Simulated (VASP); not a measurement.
# In (Im-3m) in VASP: a series of runs

In is run at these levels: LDA; tasks: single point, relaxation of cell and atoms.

Program: VASP 6.6.1. These are calculated values, not measurements. Logs are shortened: lines on timing, memory, paths and dates and some standing lists are left out, and cuts for length are marked.

## (1) The cell of the first run

It takes space group Im-3m (No. 229, cubic). The conventional cell has a = 3.773 Å, b = 3.773 Å, c = 3.773 Å, α = 90.00°, β = 90.00°, γ = 90.00°. In (site symmetry m-3m) has 14 In at 3.27 to 3.77 Å within 4.3 Å.

## (2) Single point, LDA (volume scaled by 1.08)

INCAR reads:

```
SYSTEM = In
ALGO = Normal
EDIFF = 1E-6
ENCUT = 520
ISIF = 2
ISMEAR = -1
LASPH = .True.
LCHARG = .True.
LELF = .True.
LREAL = .False.
LVHAR = .True.
LWAVE = .False.
NBANDS = 12
NELM = 100
PREC = Accurate
SIGMA = 0.1
```

KPOINTS reads:

```
k-points
0
Gamma
  14 14 14
  0 0 0
```

POSCAR reads:

```
In
1.0
   -1.8865121870      1.8865121870      1.8865121870
    1.8865121870     -1.8865121870      1.8865121870
    1.8865121870      1.8865121870     -1.8865121870
In
1
Direct
    0.0000000000      0.0000000000      0.0000000000
```

Potentials or basis: VASP PAW LDA potentials, release 64 (In_d).

Run with:

```
$ cat potpaw_LDA.64/In_d/POTCAR > POTCAR
$ mpirun -np 1 vasp_std > vasp.out
```

OUTCAR:

```text
SYSTEM = In
   EDIFF = 1E-6
   ENCUT = 520
   ISIF = 2
   ISMEAR = -1
   LASPH = .True.
   LREAL = .False.
   NELM = 100
   PREC = Accurate

 ion  position               nearest neighbor table
   1  0.000  0.000  0.000-

  LATTYP: Found a body centered cubic cell.
 ALAT       =     3.7730243740

  Lattice vectors:

 A1 = (  -1.8865121870,   1.8865121870,   1.8865121870)
 A2 = (   1.8865121870,  -1.8865121870,   1.8865121870)
 A3 = (   1.8865121870,   1.8865121870,  -1.8865121870)

Analysis of symmetry for initial positions (statically):
=====================================================================
 Subroutine PRICEL returns:
 Original cell was already a primitive cell.

 Routine SETGRP: Setting up the symmetry group for a
 body centered cubic supercell.

 Subroutine GETGRP returns: Found 48 space group operations
 (whereof 48 operations were pure point group operations)
 out of a pool of 48 trial point group operations.

The static configuration has the point symmetry O_h .

Analysis of symmetry for dynamics (positions and initial velocities):
=====================================================================
 Subroutine PRICEL returns:
 Original cell was already a primitive cell.

 Routine SETGRP: Setting up the symmetry group for a
 body centered cubic supercell.

 Subroutine GETGRP returns: Found 48 space group operations
 (whereof 48 operations were pure point group operations)
 out of a pool of 48 trial point group operations.

The dynamic configuration has the point symmetry O_h .

 Subroutine INISYM returns: Found 48 space group operations
 (whereof 48 operations are pure point group operations),
 and found     1 'primitive' translations

----------------------------------------------------------------------------------------

                                     Primitive cell

  volume of cell :      26.8558

  direct lattice vectors                    reciprocal lattice vectors
    -1.886512187  1.886512187  1.886512187     0.000000000  0.265039369  0.265039369
     1.886512187 -1.886512187  1.886512187     0.265039369  0.000000000  0.265039369
     1.886512187  1.886512187 -1.886512187     0.265039369  0.265039369  0.000000000

  length of vectors
     3.267534957  3.267534957  3.267534957     0.374822270  0.374822270  0.374822270

  position of ions in fractional coordinates (direct lattice)
     0.000000000  0.000000000  0.000000000

  ion indices of the primitive-cell ions
   primitive index   ion index
                 1           1

----------------------------------------------------------------------------------------

 KPOINTS: k-points

Automatic generation of k-mesh.
 Grid dimensions read from file:
 generate k-points for:   14   14   14

 Generating k-lattice:

  Cartesian coordinates                     Fractional coordinates (reciprocal lattice)
     0.000000000  0.018931384  0.018931384     0.071428571  0.000000000  0.000000000
     0.018931384  0.000000000  0.018931384     0.000000000  0.071428571  0.000000000
     0.018931384  0.018931384  0.000000000     0.000000000  0.000000000  0.071428571

  Length of vectors
     0.026773019  0.026773019  0.026773019

  Shift w.r.t. Gamma in fractional coordinates (k-lattice)
     0.000000000  0.000000000  0.000000000

 Subroutine IBZKPT returns following result:
 ===========================================

 Found    104 irreducible k-points:

 Following reciprocal coordinates:
            Coordinates               Weight
  0.000000  0.000000  0.000000      1.000000
  0.071429  0.000000  0.000000     12.000000
  0.142857  0.000000  0.000000     12.000000
  0.214286  0.000000  0.000000     12.000000
  0.285714  0.000000  0.000000     12.000000
  0.357143  0.000000  0.000000     12.000000
[... 16 lines left out ...]
  0.285714  0.285714  0.000000     24.000000
  0.357143  0.285714  0.000000     24.000000
 [... further k-points ...]
   k-points           NKPTS =    104   k-points in BZ     NKDIM =    104   number of bands    NBANDS=     12
   number of dos      NEDOS =    301   number of ions     NIONS =      1
   total plane-waves  NPLWV =  13824
   dimension x,y,z NGX =    24 NGY =   24 NGZ =   24
   dimension x,y,z NGXF=    48 NGYF=   48 NGZF=   48
   ions per type =               1
   NGX,Y,Z   is equivalent  to a cutoff of  12.21, 12.21, 12.21 a.u.
   NGXF,Y,Z  is equivalent  to a cutoff of  24.42, 24.42, 24.42 a.u.
 SYSTEM =  In
   PREC   = accura    normal or accurate (medium, high low for compatibility)
   ISTART =      0    job   : 0-new  1-cont  2-samecut
   ICHARG =      2    charge: 1-file 2-atom 10-const
   ISPIN  =      1    spin polarized calculation?
   LNONCOLLINEAR =      F non collinear calculations
   LSORBIT =      F    spin-orbit coupling
   LASPH  =      T    aspherical Exc in radial PAW
   ENCUT  =  520.0 eV  38.22 Ry    6.18 a.u.   6.08  6.08  6.08*2*pi/ulx,y,z
   NELM   =    100;   NELMIN=  2; NELMDL= -5     # of ELM steps
   EDIFF  = 0.1E-05   stopping-criterion for ELM
   LREAL  =      F    real-space projection
   EDIFFG = 0.1E-04   stopping-criterion for IOM
   NSW    =      0    number of steps for IOM
   IBRION =     -1    ionic relax: 0-MD 1-quasi-New 2-CG
   NFREE  =      0    steps in history (QN), initial steepest desc. (CG)
   ISIF   =      2    stress and relaxation
   ISYM   =      2    0-nonsym 1-usesym 2-fastsym
   POTIM  = 0.5000    time-step for ionic-motion
   TEBEG  =    0.0;   TEEND  =   0.0 temperature during run
   PSTRESS=    0.0 pullay stress
   NELECT =      13.0000    total number of electrons
   NUPDOWN=      -1.0000    fix difference up-down
   EMIN   =  10.00;   EMAX   =-10.00  energy-range for DOS
   EFERMI =   0.00;   METHOD = LEGACY
   ISMEAR =    -1;   SIGMA  =   0.10  broadening in eV -4-tet -1-fermi 0-gaus
   EFERMI_NEDOS =   21; number of points for ismear=-14 and -15
   IALGO  =     38    algorithm
   IMIX   =      4    mixing-type and parameters
     AMIX     =   0.40;   BMIX     =  1.00
     AMIX_MAG =   1.60;   BMIX_MAG =  1.00
  volume/ion in A,a.u.               =      26.86       181.23
  Fermi-wavevector in a.u.,A,eV,Ry     =   1.285414  2.429080 22.480756  1.652289
  Thomas-Fermi vector in A             =   2.417550
   LORBIT       =      0    0 simple, 1 ext, 2 COOP (PROOUT), +10 PAW based schemes
   GGA     = CA    functional components
   LHFCALC =     F    Hartree Fock is set to
   AEXX    =    0.0000 exact exchange contribution
   IVDW    =     0    specifies the selected vdW correction
   LEPSILON=     F    determine dielectric tensor
   LRPA    =     F    only Hartree local field effects (RPA)
 non-spin polarized calculation
  energy-cutoff  :      520.00
  volume of cell :       26.86
 maximum number of plane-waves:       736
   NGX = 13   NGY = 13   NGZ = 13

 number of electron      13.0000009 magnetization

 Free energy of the ion-electron system (eV)
  ---------------------------------------------------
  ext. energy  EPLUGINS =         0.00000000
  ---------------------------------------------------
  free energy    TOTEN  =        -3.18906378 eV

  energy without entropy =       -3.17106787  energy(sigma->0) =       -3.18006582

 E-fermi :   6.8762     XC(G=0): -10.4049

 val. band max:        6.8731273383   @ k =  -0.3571  -0.4286   0.1429
 cond. band min:       6.8870996098   @ k =  -0.3571   0.5000   0.2143
 fundamental gap:      0.0139722714
 Fermi energy:         6.8761572418

 k-point     1 :       0.0000    0.0000    0.0000
  band No.  band energies     occupation
      1      -7.6442      2.00000
      2      -7.6442      2.00000
      3      -7.6442      2.00000
      4      -7.3791      2.00000
      5      -7.3791      2.00000
      6      -2.4569      2.00000
      7      17.5924      0.00000
      8      17.5924      0.00000
      9      17.5924      0.00000
     10      19.9422      0.00000
     11      19.9422      0.00000
     12      19.9422      0.00000

 k-point     2 :       0.0714    0.0000    0.0000
  band No.  band energies     occupation
      1      -7.6494      2.00000
      2      -7.6392      2.00000
      3      -7.6240      2.00000
      4      -7.3847      2.00000
      5      -7.3793      2.00000
      6      -2.3413      2.00000
      7      16.4765      0.00000
      8      17.0620      0.00000
      9      17.3464      0.00000
     10      19.1584      0.00000
     11      19.4865      0.00000
     12      19.7968      0.00000

 k-point     3 :       0.1429    0.0000    0.0000
  band No.  band energies     occupation
      1      -7.6641      2.00000
      2      -7.6279      2.00000
      3      -7.5667      2.00000
      4      -7.3988      2.00000
      5      -7.3799      2.00000
      6      -1.9921      2.00000
      7      14.1751      0.00000
      8      15.9994      0.00000
      9      16.6791      0.00000
     10      18.4500      0.00000
     11      18.7633      0.00000
     12      19.8924      0.00000

 k-point     4 :       0.2143    0.0000    0.0000
  band No.  band energies     occupation
      1      -7.6853      2.00000
      2      -7.6211      2.00000
      3      -7.4825      2.00000
      4      -7.4126      2.00000
      5      -7.3806      2.00000
      6      -1.4042      2.00000
      7      11.7281      0.00000
      8      14.9064      0.00000
      9      15.8749      0.00000
     10      17.8982      0.00000
     11      18.1257      0.00000
     12      20.3966      0.00000

 k-point     5 :       0.2857    0.0000    0.0000
  band No.  band energies     occupation
      1      -7.7088      2.00000
      2      -7.6293      2.00000
      3      -7.4156      2.00000
      4      -7.3870      2.00000
      5      -7.3811      2.00000
      6      -0.5743      2.00000
      7       9.3822      0.00000
      8      13.9606      0.00000
      9      15.1514      0.00000
     10      17.4791      0.00000
     11      17.6261      0.00000
     12      21.1972      0.00000

 k-point     6 :       0.3571    0.0000    0.0000
  band No.  band energies     occupation
      1      -7.7298      2.00000
      2      -7.6500      2.00000
      3      -7.4077      2.00000
      4      -7.3815      2.00000
      5      -7.2990      2.00000
      6       0.4951      2.00000
      7       7.2069      0.07061
      8      13.2400      0.00000
      9      14.5992      0.00000
     10      17.1910      0.00000
     11      17.2714      0.00000
     12      22.2023      0.00000

 k-point     7 :       0.4286    0.0000    0.0000
  band No.  band energies     occupation
      1      -7.7443      2.00000
      2      -7.6698      2.00000
      3      -7.3979      2.00000
      4      -7.3816      2.00000
      5      -7.2369      2.00000
      6       1.7855      2.00000
      7       5.2463      2.00000
      8      12.7900      0.00000
      9      14.2568      0.00000
     10      17.0248      0.00000
     11      17.0602      0.00000
     12      23.2618      0.00000

 k-point     8 :       0.5000    0.0000    0.0000
  band No.  band energies     occupation
      1      -7.7495      2.00000
      2      -7.6777      2.00000
      3      -7.3938      2.00000
      4      -7.3816      2.00000
      5      -7.2146      2.00000
      6       2.9418      2.00000
      7       3.8655      2.00000
      8      12.6371      0.00000
      9      14.1410      0.00000
     10      16.9707      0.00000
     11      16.9901      0.00000
     12      23.9123      0.00000
[... 166 lines left out ...]
 k-point    20 :       0.2143    0.2143    0.0000
  band No.  band energies     occupation
      1      -7.6966      2.00000
      2      -7.6029      2.00000
      3      -7.4232      2.00000
      4      -7.4083      2.00000
      5      -7.3284      2.00000
      6       0.7276      2.00000
      7       8.4076      0.00000
      8       9.7818      0.00000
      9      13.7111      0.00000
     10      19.1365      0.00000
     11      19.2028      0.00000
     12      22.7996      0.00000

 k-point    21 :       0.2857    0.2143    0.0000
  band No.  band energies     occupation
      1      -7.7035      2.00000
      2      -7.5894      2.00000
      3      -7.4202      2.00000
      4      -7.4085      2.00000
      5      -7.3042      2.00000
      6       1.8896      2.00000
      7       6.8146      1.29859
      8       8.8788      0.00000
      9      13.3056      0.00000
     10      18.8746      0.00000
     11      20.1197      0.00000
     12      23.0490      0.00000

 k-point    22 :       0.3571    0.2143   -0.0000
  band No.  band energies     occupation
      1      -7.7077      2.00000
      2      -7.5840      2.00000
      3      -7.4275      2.00000
      4      -7.3934      2.00000
      5      -7.2946      2.00000
      6       3.1709      2.00000
      7       5.2011      2.00000
      8       8.5348      0.00000
      9      13.0975      0.00000
     10      18.7248      0.00000
     11      21.2583      0.00000
     12      22.5459      0.00000

 k-point    23 :       0.2857    0.2857    0.0000
  band No.  band energies     occupation
      1      -7.7016      2.00000
      2      -7.5496      2.00000
      3      -7.4478      2.00000
      4      -7.3904      2.00000
      5      -7.3166      2.00000
      6       3.0889      2.00000
      7       6.1776      1.99815
      8       7.3370      0.01973
      9      13.0288      0.00000
     10      19.8749      0.00000
     11      19.9194      0.00000
     12      22.5190      0.00000

 k-point    24 :       0.3571    0.2857    0.0000
  band No.  band energies     occupation
      1      -7.7010      2.00000
      2      -7.5270      2.00000
      3      -7.4661      2.00000
      4      -7.3732      2.00000
      5      -7.3318      2.00000
      6       3.9569      2.00000
      7       5.4690      2.00000
      8       6.8474      1.14287
      9      12.9349      0.00000
     10      19.8202      0.00000
     11      21.1195      0.00000
     12      21.1290      0.00000

 [... further k-points ...]
[... 5 lines left out ...]
  --------------------------------------------------------------------------------------
  -------------------------------------------------------------------------------------
  Total       -0.5181467     -0.5181467     -0.5181467     -0.0000000     -0.0000000      0.0000000
  in kB      -30.9118146    -30.9118146    -30.9118146     -0.0000000     -0.0000000      0.0000000
  external PRESSURE =     -30.9118146 kB  Pullay stress =       0.0000000 kB

 VOLUME and BASIS-vectors are now :
 -----------------------------------------------------------------------------
  energy-cutoff  :      520.00
  volume of cell :       26.86
      direct lattice vectors                 reciprocal lattice vectors
    -1.886512187  1.886512187  1.886512187     0.000000000  0.265039369  0.265039369
     1.886512187 -1.886512187  1.886512187     0.265039369  0.000000000  0.265039369
     1.886512187  1.886512187 -1.886512187     0.265039369  0.265039369  0.000000000

 POSITION                                       TOTAL-FORCE (eV/Angst)
 -----------------------------------------------------------------------------------
      0.00000      0.00000      0.00000        -0.000000     -0.000000     -0.000000
 -----------------------------------------------------------------------------------
    total drift:                               -0.000000      0.000000     -0.000000

  FREE ENERGIE OF THE ION-ELECTRON SYSTEM (eV)
  ---------------------------------------------------
  free  energy   TOTEN  =        -3.1890637771 eV

  energy  without entropy=       -3.1710678672  energy(sigma->0) =       -3.18006582
```

Run time: 34 s. Hardware: 1 thread of Intel Xeon 6975P-C, shared host; peak memory 0.15 GiB.

Results:

```
Free energy : -3.1891 eV
Pressure    : -3.1 GPa
```

Caveat: spin-orbit coupling is left out, which moves the levels of the heavy elements.

## (3) Single point, LDA (volume scaled by 1.12)

INCAR reads:

```
PREC = Accurate
ENCUT = 520
EDIFF = 1E-7
ISMEAR = -1
SIGMA = 0.1
LREAL = False
LASPH = True
NELM = 100
ALGO = Normal
ISIF = 2
LWAVE = False
LCHARG = False
NBANDS = 12
```

KPOINTS reads:

```
regular mesh
0
Gamma
  14 14 14
```

POSCAR reads:

```
In
1.0
   -1.9095207008      1.9095207008      1.9095207008
    1.9095207008     -1.9095207008      1.9095207008
    1.9095207008      1.9095207008     -1.9095207008
In
1
Direct
    0.0000000000      0.0000000000      0.0000000000
```

Potentials or basis: VASP PAW LDA potentials, release 64 (In_d).

Run with:

```
$ cat potpaw_LDA.64/In_d/POTCAR > POTCAR
$ mpirun -np 1 vasp_std > vasp.out
```

Wall time 76 s (1 thread of Intel Xeon 6975P-C, shared host); peak memory 0.16 GiB.

It converged, with:

| Property | Result |
| --- | --- |
| Free energy | -3.1670 eV |
| Pressure | -4.1 GPa |

Levels at points of the mesh, in eV from the Fermi level:
```
           k point  band 2  band 3  band 4  band 5  band 6  band 7  band 8  band 9  band 10  band 11
(0.00, 0.00, 0.00)  -14.48  -14.48  -14.24  -14.24   -9.09   10.33   10.33   10.33    12.95    12.95
(0.50, 0.00, 0.00)  -14.51  -14.26  -14.25  -14.09   -3.94   -2.87    5.60    7.12     9.82     9.92
(0.50, 0.50, 0.50)  -14.57  -14.13  -14.13  -14.13    0.50    1.28    1.28    1.28     5.35     5.35
```

Caveat: spin-orbit coupling is left out, which moves the levels of the heavy elements.

(Continued in part 2 of 2.)
